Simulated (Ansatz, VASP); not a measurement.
**NaVS2 in VASP and in Ansatz**

```
Na V S
1.0
     1.64201    0.94801    5.89623
    -1.64201    0.94801    5.89623
     0.00000   -1.89603    5.89623
Na V S
1 1 2
Direct
  0.50000 0.50000 0.50000
  0.00000 0.00000 0.00000
  0.26438 0.26438 0.26438
  0.73562 0.73562 0.73562
```

Change from the starting cell: volume scaled by 0.76, no spin polarisation, PAW files.

Alike in both runs: task single point; functional LDA; k mesh 11 × 11 × 11; occupations fermi-dirac, width 0.03 eV; no spin polarisation.

|  | VASP | Ansatz |
| --- | --- | --- |
| version | VASP 6.6.1 | Ansatz 0.2.0 |
| potentials or method | VASP PAW LDA potentials, release 64 (Na_pv, V_sv, S) | PAW with Ansatz's default frozen-core files, scalar-relativistic |
| plane-wave cutoff (eV) | 520 | 420 |
| valence electrons in the cell | 32 | 34 |

VASP gave:

```
pressure (GPa)                                                : 20.7
traceless stress, the component that is largest in VASP (GPa) : 7.37
rms of the force components (eV/Å)                            : 0.767
```

Q: Which values does Ansatz return?

A: Pressure (GPa): 20.5; traceless stress, the component that is largest in VASP (GPa): 7.36; rms of the force components (eV/Å): 0.765.

LDA's correlation is that of Perdew and Zunger in VASP and of Perdew and Wang (1992) in Ansatz. Atom by atom the forces differ by 0.003 eV/Å (rms over components). VASP's potentials hold 32 valence electrons a cell and Ansatz's 34, so a difference there can come from the potentials and not from the codes.
